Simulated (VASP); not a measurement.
# SnTe (F-43m) in VASP: settings compared

The runs below take SnTe through single point, with r2SCAN, r2SCAN+D3(BJ).

All numbers are computed with VASP 6.6.1; they aren't measurements. Logs are shortened: lines on timing, memory, paths and dates and some standing lists are left out, and cuts for length are marked.

## 1. The cell of the first run

It takes space group F-43m (No. 216, cubic). The conventional cell has a = 7.167 Å, b = 7.167 Å, c = 7.167 Å, α = 90.00°, β = 90.00°, γ = 90.00°. Te (site symmetry -43m) has 4 Sn at 3.10 Å within 4.1 Å. Sn (site symmetry -43m) has 4 Te at 3.10 Å within 4.1 Å.

## 2. Single point, r2SCAN

File POSCAR:

```
SnTe
1.0
    0.0000000000      3.5833394729      3.5833394729
    3.5833394729      0.0000000000      3.5833394729
    3.5833394729      3.5833394729      0.0000000000
Te Sn
1 1
Direct
    0.2500000000      0.2500000000      0.2500000000
    0.0000000000      0.0000000000      0.0000000000
```

File INCAR.step1:

```
SYSTEM = SnTe
PREC = Accurate ; ENCUT = 520
ISMEAR = -1 ; SIGMA = 0.05
LREAL = .FALSE. ; LASPH = .TRUE.
NELM = 100 ; NBANDS = 17
GGA = PE ; ALGO = Normal
EDIFF = 1E-4 ; LWAVE = .TRUE.
LCHARG = .FALSE.
```

File INCAR.step2:

```
SYSTEM = SnTe
PREC = Accurate ; ENCUT = 520
EDIFF = 1E-7 ; ISMEAR = -1
SIGMA = 0.05 ; LREAL = .FALSE.
LASPH = .TRUE. ; NELM = 100
ALGO = Normal ; ISIF = 2
LWAVE = .FALSE. ; LCHARG = .TRUE.
METAGGA = R2SCAN ; LMIXTAU = .TRUE.
LELF = .TRUE. ; LVHAR = .TRUE.
NBANDS = 17 ; ISTART = 1
```

File KPOINTS:

```
regular mesh
0
G
  7 7 7
  0 0 0
```

Potentials or basis: VASP PAW PBE potentials, release 64 (Te, Sn_d).

The run is started by

```sh
$ cat potpaw_PBE.64/Te/POTCAR potpaw_PBE.64/Sn_d/POTCAR > POTCAR
$ cp INCAR.step1 INCAR
$ mpirun -np 1 vasp_std > vasp.out
$ cp INCAR.step2 INCAR
$ mpirun -np 1 vasp_std > vasp.out
```

OUTCAR:

```text
SYSTEM = SnTe
   PREC = Accurate
   ENCUT = 520
   EDIFF = 1E-7
   ISMEAR = -1
   LREAL = .FALSE.
   LASPH = .TRUE.
   NELM = 100
   ISIF = 2
   METAGGA = R2SCAN
   ISTART = 1

 ion  position               nearest neighbor table
   1  0.250  0.250  0.250-   2 3.10   2 3.10   2 3.10   2 3.10
   2  0.000  0.000  0.000-   1 3.10   1 3.10   1 3.10   1 3.10

  LATTYP: Found a face centered cubic cell.
 ALAT       =     7.1666789458

  Lattice vectors:

 A1 = (   0.0000000000,   3.5833394729,   3.5833394729)
 A2 = (   3.5833394729,   0.0000000000,   3.5833394729)
 A3 = (   3.5833394729,   3.5833394729,   0.0000000000)

Analysis of symmetry for initial positions (statically):
=====================================================================
 Subroutine PRICEL returns:
 Original cell was already a primitive cell.

 Routine SETGRP: Setting up the symmetry group for a
 face centered cubic supercell.

 Subroutine GETGRP returns: Found 24 space group operations
 (whereof 24 operations were pure point group operations)
 out of a pool of 48 trial point group operations.

The static configuration has the point symmetry T_d .

Analysis of symmetry for dynamics (positions and initial velocities):
=====================================================================
 Subroutine PRICEL returns:
 Original cell was already a primitive cell.

 Routine SETGRP: Setting up the symmetry group for a
 face centered cubic supercell.

 Subroutine GETGRP returns: Found 24 space group operations
 (whereof 24 operations were pure point group operations)
 out of a pool of 48 trial point group operations.

The dynamic configuration has the point symmetry T_d .

 Subroutine INISYM returns: Found 24 space group operations
 (whereof 24 operations are pure point group operations),
 and found     1 'primitive' translations

----------------------------------------------------------------------------------------

                                     Primitive cell

  volume of cell :      92.0225

  direct lattice vectors                    reciprocal lattice vectors
     0.000000000  3.583339473  3.583339473    -0.139534645  0.139534645  0.139534645
     3.583339473  0.000000000  3.583339473     0.139534645 -0.139534645  0.139534645
     3.583339473  3.583339473  0.000000000     0.139534645  0.139534645 -0.139534645

  length of vectors
     5.067607281  5.067607281  5.067607281     0.241681094  0.241681094  0.241681094

  position of ions in fractional coordinates (direct lattice)
     0.250000000  0.250000000  0.250000000
     0.000000000  0.000000000  0.000000000

  ion indices of the primitive-cell ions
   primitive index   ion index
                 1           1
                 2           2

----------------------------------------------------------------------------------------

 KPOINTS: regular mesh

Automatic generation of k-mesh.
 Grid dimensions read from file:
 generate k-points for:    7    7    7

 Generating k-lattice:

  Cartesian coordinates                     Fractional coordinates (reciprocal lattice)
    -0.019933521  0.019933521  0.019933521     0.142857143  0.000000000  0.000000000
     0.019933521 -0.019933521  0.019933521     0.000000000  0.142857143  0.000000000
     0.019933521  0.019933521 -0.019933521     0.000000000  0.000000000  0.142857143

  Length of vectors
     0.034525871  0.034525871  0.034525871

  Shift w.r.t. Gamma in fractional coordinates (k-lattice)
     0.000000000  0.000000000  0.000000000

 Subroutine IBZKPT returns following result:
 ===========================================

 Found     20 irreducible k-points:

 Following reciprocal coordinates:
            Coordinates               Weight
  0.000000  0.000000  0.000000      1.000000
  0.142857  0.000000  0.000000      8.000000
  0.285714  0.000000  0.000000      8.000000
  0.428571  0.000000  0.000000      8.000000
  0.142857  0.142857  0.000000      6.000000
  0.285714  0.142857  0.000000     24.000000
[... 12 lines left out ...]
 -0.428571  0.428571  0.142857     24.000000
 -0.285714  0.428571  0.142857     24.000000
   k-points           NKPTS =     20   k-points in BZ     NKDIM =     20   number of bands    NBANDS=     17
   number of dos      NEDOS =    301   number of ions     NIONS =      2
   total plane-waves  NPLWV =  64000
   dimension x,y,z NGX =    40 NGY =   40 NGZ =   40
   dimension x,y,z NGXF=    80 NGYF=   80 NGZF=   80
   ions per type =               1   1
   NGX,Y,Z   is equivalent  to a cutoff of  13.12, 13.12, 13.12 a.u.
   NGXF,Y,Z  is equivalent  to a cutoff of  26.24, 26.24, 26.24 a.u.
 SYSTEM =  SnTe
   PREC   = accura    normal or accurate (medium, high low for compatibility)
   ISTART =      1    job   : 0-new  1-cont  2-samecut
   ICHARG =      0    charge: 1-file 2-atom 10-const
   ISPIN  =      1    spin polarized calculation?
   LNONCOLLINEAR =      F non collinear calculations
   LSORBIT =      F    spin-orbit coupling
   LASPH  =      T    aspherical Exc in radial PAW
   ENCUT  =  520.0 eV  38.22 Ry    6.18 a.u.   9.42  9.42  9.42*2*pi/ulx,y,z
   NELM   =    100;   NELMIN=  2; NELMDL=  0     # of ELM steps
   EDIFF  = 0.1E-06   stopping-criterion for ELM
   LREAL  =      F    real-space projection
   EDIFFG = 0.1E-05   stopping-criterion for IOM
   NSW    =      0    number of steps for IOM
   IBRION =     -1    ionic relax: 0-MD 1-quasi-New 2-CG
   NFREE  =      0    steps in history (QN), initial steepest desc. (CG)
   ISIF   =      2    stress and relaxation
   ISYM   =      2    0-nonsym 1-usesym 2-fastsym
   POTIM  = 0.5000    time-step for ionic-motion
   TEBEG  =    0.0;   TEEND  =   0.0 temperature during run
   PSTRESS=    0.0 pullay stress
   NELECT =      20.0000    total number of electrons
   NUPDOWN=      -1.0000    fix difference up-down
   EMIN   =  10.00;   EMAX   =-10.00  energy-range for DOS
   EFERMI =   0.00;   METHOD = LEGACY
   ISMEAR =    -1;   SIGMA  =   0.05  broadening in eV -4-tet -1-fermi 0-gaus
   EFERMI_NEDOS =   21; number of points for ismear=-14 and -15
   IALGO  =     38    algorithm
   IMIX   =      4    mixing-type and parameters
     AMIX     =   0.40;   BMIX     =  1.00
     AMIX_MAG =   1.60;   BMIX_MAG =  1.00
  volume/ion in A,a.u.               =      46.01       310.50
  Fermi-wavevector in a.u.,A,eV,Ry     =   0.984284  1.860026 13.181515  0.968814
  Thomas-Fermi vector in A             =   2.115505
   LORBIT       =      0    0 simple, 1 ext, 2 COOP (PROOUT), +10 PAW based schemes
   METAGGA = R2SCAN    functional components
   LHFCALC =     F    Hartree Fock is set to
   AEXX    =    0.0000 exact exchange contribution
   IVDW    =     0    specifies the selected vdW correction
   LEPSILON=     F    determine dielectric tensor
   LRPA    =     F    only Hartree local field effects (RPA)
 non-spin polarized calculation
  energy-cutoff  :      520.00
  volume of cell :       92.02
 maximum number of plane-waves:      2509
 NGX is ok and might be reduce to    40
   NGX = 19   NGY = 19   NGZ = 19

 number of electron      20.0000006 magnetization

 Free energy of the ion-electron system (eV)
  ---------------------------------------------------
  ext. energy  EPLUGINS =         0.00000000
  ---------------------------------------------------
  free energy    TOTEN  =       -50.06811096 eV

  energy without entropy =      -50.06705067  energy(sigma->0) =      -50.06758082

 E-fermi :   3.3255     XC(G=0):  -8.0510

 val. band max:        3.1182854139   @ k =  -0.2857   0.4286   0.1429
 cond. band min:       3.4604721852   @ k =   0.4286   0.4286   0.0000
 fundamental gap:      0.3421867713
 Fermi energy:         3.3255401162

 k-point     1 :       0.0000    0.0000    0.0000
  band No.  band energies     occupation
      1     -19.2567      2.00000
      2     -19.2567      2.00000
      3     -19.2567      2.00000
      4     -19.2420      2.00000
      5     -19.2420      2.00000
      6      -8.8956      2.00000
[... 9 lines left out ...]
     16      10.0769      0.00000
     17      11.2331      0.00000

 k-point     2 :       0.1429    0.0000    0.0000
  band No.  band energies     occupation
      1     -19.2571      2.00000
      2     -19.2564      2.00000
      3     -19.2564      2.00000
      4     -19.2420      2.00000
      5     -19.2420      2.00000
      6      -8.7992      2.00000
[... 9 lines left out ...]
     16       9.5866      0.00000
     17      10.7366      0.00000

 k-point     3 :       0.2857    0.0000    0.0000
  band No.  band energies     occupation
      1     -19.2578      2.00000
      2     -19.2557      2.00000
      3     -19.2557      2.00000
      4     -19.2419      2.00000
      5     -19.2419      2.00000
      6      -8.5545      2.00000
[... 9 lines left out ...]
     16       9.5012      0.00000
     17      10.8384      0.00000

 k-point     4 :       0.4286    0.0000    0.0000
  band No.  band energies     occupation
      1     -19.2584      2.00000
      2     -19.2551      2.00000
      3     -19.2551      2.00000
      4     -19.2418      2.00000
      5     -19.2418      2.00000
      6      -8.3183      2.00000
[... 9 lines left out ...]
     16      10.2455      0.00000
     17      10.3203      0.00000
[... 263 lines left out ...]
      1     -19.2593      2.00000
      2     -19.2547      2.00000
      3     -19.2540      2.00000
      4     -19.2422      2.00000
      5     -19.2416      2.00000
      6      -8.1607      2.00000
[... 9 lines left out ...]
     16      10.9294      0.00000
     17      11.5655      0.00000

 k-point    19 :      -0.4286    0.4286    0.1429
  band No.  band energies     occupation
      1     -19.2603      2.00000
      2     -19.2540      2.00000
      3     -19.2533      2.00000
      4     -19.2426      2.00000
      5     -19.2413      2.00000
      6      -8.0701      2.00000
[... 9 lines left out ...]
     16      11.4540      0.00000
     17      12.1329      0.00000

 k-point    20 :      -0.2857    0.4286    0.1429
  band No.  band energies     occupation
      1     -19.2598      2.00000
      2     -19.2545      2.00000
      3     -19.2534      2.00000
      4     -19.2424      2.00000
      5     -19.2415      2.00000
      6      -8.0432      2.00000
[... 9 lines left out ...]
     16      11.0436      0.00000
     17      12.4365      0.00000

------------------------ aborting loop because EDIFF is reached ----------------------------------------

  FORCE on cell =-STRESS in cart. coord.  units (eV):
  Direction    XX          YY          ZZ          XY          YZ          ZX
  --------------------------------------------------------------------------------------
  -------------------------------------------------------------------------------------
  Total       -0.0022824     -0.0022824     -0.0022824      0.0000000      0.0000000      0.0000000
  in kB       -0.0397390     -0.0397390     -0.0397390      0.0000000      0.0000000      0.0000000
  external PRESSURE =      -0.0397390 kB  Pullay stress =       0.0000000 kB

 VOLUME and BASIS-vectors are now :
 -----------------------------------------------------------------------------
  energy-cutoff  :      520.00
  volume of cell :       92.02
      direct lattice vectors                 reciprocal lattice vectors
     0.000000000  3.583339473  3.583339473    -0.139534645  0.139534645  0.139534645
     3.583339473  0.000000000  3.583339473     0.139534645 -0.139534645  0.139534645
     3.583339473  3.583339473  0.000000000     0.139534645  0.139534645 -0.139534645

 POSITION                                       TOTAL-FORCE (eV/Angst)
 -----------------------------------------------------------------------------------
      1.79167      1.79167      1.79167         0.000000     -0.000000     -0.000000
      0.00000      0.00000      0.00000        -0.000000      0.000000      0.000000
 -----------------------------------------------------------------------------------
    total drift:                                0.000002      0.000002      0.000002

  FREE ENERGIE OF THE ION-ELECTRON SYSTEM (eV)
  ---------------------------------------------------
  free  energy   TOTEN  =       -50.0681109590 eV

  energy  without entropy=      -50.0670506731  energy(sigma->0) =      -50.06758082
```

It took 94 s on 1 thread of AMD EPYC 9R45 (Zen 5), shared host; peak memory 0.23 GiB.

Results:

- Free energy: -50.0681 eV
- Pressure: 0.0 GPa
- Band gap on the k mesh: 0.34 eV (least direct gap 0.90 eV)

Caveat: semilocal functionals underestimate gaps, and a narrow one can read as zero; the PAW data sets were made with another functional, which shifts forces and pressure a little; spin-orbit coupling is left out, which moves the levels of the heavy elements; an odd mesh through Γ misses points on the zone boundary, where band edges can lie.

## 3. Single point, r2SCAN

POSCAR is that of step 2.

File INCAR.step1:

```
PREC     = Accurate       # precision mode
ENCUT    = 520            # plane-wave cutoff, eV
ISMEAR   = -1             # smearing method
SIGMA    = 0.05           # smearing width, eV
LREAL    = False          # projectors in reciprocal space
LASPH    = True           # aspherical terms in the spheres
NELM     = 80             # most SCF steps
NBANDS   = 17             # bands
GGA      = PE             # functional
ALGO     = Normal         # electronic algorithm
EDIFF    = 1E-4           # SCF threshold, eV
LWAVE    = True           # write WAVECAR
LCHARG   = False          # write CHGCAR
```

File INCAR.step2:

```
PREC     = Accurate       # precision mode
ENCUT    = 520            # plane-wave cutoff, eV
EDIFF    = 1E-7           # SCF threshold, eV
ISMEAR   = -1             # smearing method
SIGMA    = 0.05           # smearing width, eV
LREAL    = False          # projectors in reciprocal space
LASPH    = True           # aspherical terms in the spheres
NELM     = 80             # most SCF steps
ALGO     = Normal         # electronic algorithm
ISIF     = 2              # what is computed and relaxed
LWAVE    = False          # write WAVECAR
LCHARG   = False          # write CHGCAR
METAGGA  = R2SCAN         # meta-GGA
LMIXTAU  = True         
NBANDS   = 17             # bands
ISTART   = 1
```

File KPOINTS:

```
Automatic mesh
0
Gamma
  7 7 7
```

Potentials or basis: VASP PAW PBE potentials, release 64 (Te, Sn_d).

The run is started by

```sh
$ cat potpaw_PBE.64/Te/POTCAR potpaw_PBE.64/Sn_d/POTCAR > POTCAR
$ cp INCAR.step1 INCAR
$ mpirun -np 1 vasp_std > vasp.out
$ cp INCAR.step2 INCAR
$ mpirun -np 1 vasp_std > vasp.out
```

Wall time 91 s (1 thread of AMD EPYC 9R45 (Zen 5), shared host); peak memory 0.23 GiB.

The run converged. Its results:

```
Free energy            : -50.0681 eV
Pressure               : 0.0 GPa
Band gap on the k mesh : 0.34 eV (least direct gap 0.90 eV)
```

Levels at points of the mesh, in eV from the valence-band top:
| k point | band 8 | band 9 | band 10 | band 11 | band 12 | band 13 |
| --- | --- | --- | --- | --- | --- | --- |
| (0.00, 0.00, 0.00) | -2.01 | -2.01 | -2.01 | 1.23 | 1.23 | 1.23 |

Caveat: semilocal functionals underestimate gaps, and a narrow one can read as zero; the PAW data sets were made with another functional, which shifts forces and pressure a little; spin-orbit coupling is left out, which moves the levels of the heavy elements; an odd mesh through Γ misses points on the zone boundary, where band edges can lie.

## 4. Single point, r2SCAN+D3(BJ)

This run uses another cell than the first one, of 47.09 Å³/atom.

File POSCAR:

```
SnTe
1.0
    0.0000000000      3.6111460000      3.6111460000
    3.6111460000      0.0000000000      3.6111460000
    3.6111460000      3.6111460000      0.0000000000
Te Sn
1 1
Direct
    0.2500000000      0.2500000000      0.2500000000
    0.0000000000      0.0000000000      0.0000000000
```

File INCAR.step1:

```
SYSTEM = SnTe
PREC = Accurate ; ENCUT = 520
ISMEAR = -1 ; SIGMA = 0.05
LREAL = .False. ; LASPH = .True.
NELM = 80 ; NBANDS = 17
GGA = PE ; ALGO = Normal
EDIFF = 1E-4 ; LWAVE = .True.
LCHARG = .False.
```

File INCAR.step2:

```
SYSTEM = SnTe
PREC = Accurate ; ENCUT = 520
EDIFF = 1E-6 ; ISMEAR = -1
SIGMA = 0.05 ; LREAL = .False.
LASPH = .True. ; NELM = 80
ALGO = Normal ; ISIF = 2
LWAVE = .False. ; LCHARG = .False.
METAGGA = R2SCAN ; LMIXTAU = .True.
IVDW = 12 ; VDW_S6 = 1.0
VDW_S8 = 0.78981345 ; VDW_A1 = 0.49484001
VDW_A2 = 5.73083694 ; NBANDS = 17
ISTART = 1
```

File KPOINTS:

```
Automatic mesh
0
Gamma
  7 7 7
  0 0 0
```

Potentials or basis: VASP PAW PBE potentials, release 64 (Te, Sn_d).

The run is started by

```sh
$ cat potpaw_PBE.64/Te/POTCAR potpaw_PBE.64/Sn_d/POTCAR > POTCAR
$ cp INCAR.step1 INCAR
$ mpirun -np 1 vasp_std > vasp.out
$ cp INCAR.step2 INCAR
$ mpirun -np 1 vasp_std > vasp.out
```

OUTCAR:

```text
SYSTEM = SnTe
   PREC = Accurate
   ENCUT = 520
   EDIFF = 1E-6
   ISMEAR = -1
   LREAL = .False.
   LASPH = .True.
   NELM = 80
   ISIF = 2
   METAGGA = R2SCAN
   IVDW = 12
   ISTART = 1
 IVDW          = 12

 ion  position               nearest neighbor table
   1  0.250  0.250  0.250-   2 3.13   2 3.13   2 3.13   2 3.13
   2  0.000  0.000  0.000-   1 3.13   1 3.13   1 3.13   1 3.13

  LATTYP: Found a face centered cubic cell.
 ALAT       =     7.2222920000

  Lattice vectors:

[... 580 lines left out ...]
------------------------ aborting loop because EDIFF is reached ----------------------------------------

 Edisp (eV)   -0.27326

 E8    (eV) :    -0.1030

  FORCE on cell =-STRESS in cart. coord.  units (eV):
  Direction    XX          YY          ZZ          XY          YZ          ZX
  --------------------------------------------------------------------------------------
  -------------------------------------------------------------------------------------
  Total      -0.60066    -0.60066    -0.60066     0.00000     0.00000     0.00000
  in kB     -10.21815   -10.21815   -10.21815     0.00000     0.00000     0.00000
  external pressure =      -10.22 kB  Pullay stress =        0.00 kB

 VOLUME and BASIS-vectors are now :
 -----------------------------------------------------------------------------
  energy-cutoff  :      520.00
  volume of cell :       94.18
      direct lattice vectors                 reciprocal lattice vectors
     0.000000000  3.611146000  3.611146000    -0.138460201  0.138460201  0.138460201
     3.611146000  0.000000000  3.611146000     0.138460201 -0.138460201  0.138460201
     3.611146000  3.611146000  0.000000000     0.138460201  0.138460201 -0.138460201

 POSITION                                       TOTAL-FORCE (eV/Angst)
 -----------------------------------------------------------------------------------
      1.80557      1.80557      1.80557        -0.000000     -0.000000     -0.000000
      0.00000      0.00000      0.00000         0.000000      0.000000      0.000000
 -----------------------------------------------------------------------------------
    total drift:                                0.000002      0.000002      0.000002

  FREE ENERGIE OF THE ION-ELECTRON SYSTEM (eV)
  ---------------------------------------------------
  free  energy   TOTEN  =       -50.3376692346 eV

  energy  without entropy=      -50.3369847187  energy(sigma->0) =      -50.33732698
```

OUTCAR.step1:

```text
SYSTEM = SnTe
   PREC = Accurate
   ENCUT = 520
   ISMEAR = -1
   LREAL = .False.
   LASPH = .True.
[... 614 lines left out ...]
      1.80557      1.80557      1.80557         0.000000      0.000000      0.000000
      0.00000      0.00000      0.00000        -0.000000     -0.000000     -0.000000
 -----------------------------------------------------------------------------------
    total drift:                               -0.000000     -0.000000     -0.000000

  FREE ENERGIE OF THE ION-ELECTRON SYSTEM (eV)
  ---------------------------------------------------
  free  energy   TOTEN  =        -7.0650080850 eV

  energy  without entropy=       -7.0638236203  energy(sigma->0) =       -7.06441585
```

Run time: 81 s. Hardware: 1 thread of AMD EPYC 9R45 (Zen 5), shared host; peak memory 0.24 GiB.

What came out:

- Free energy: -50.3377 eV
- Pressure: -1.0 GPa
- Band gap on the k mesh: 0.40 eV (least direct gap 0.93 eV)
- Dispersion energy per atom: -0.137 eV

Caveat: three body term missing; semilocal functionals underestimate gaps, and a narrow one can read as zero; the PAW data sets were made with another functional, which shifts forces and pressure a little; spin-orbit coupling is left out, which moves the levels of the heavy elements; an odd mesh through Γ misses points on the zone boundary, where band edges can lie.
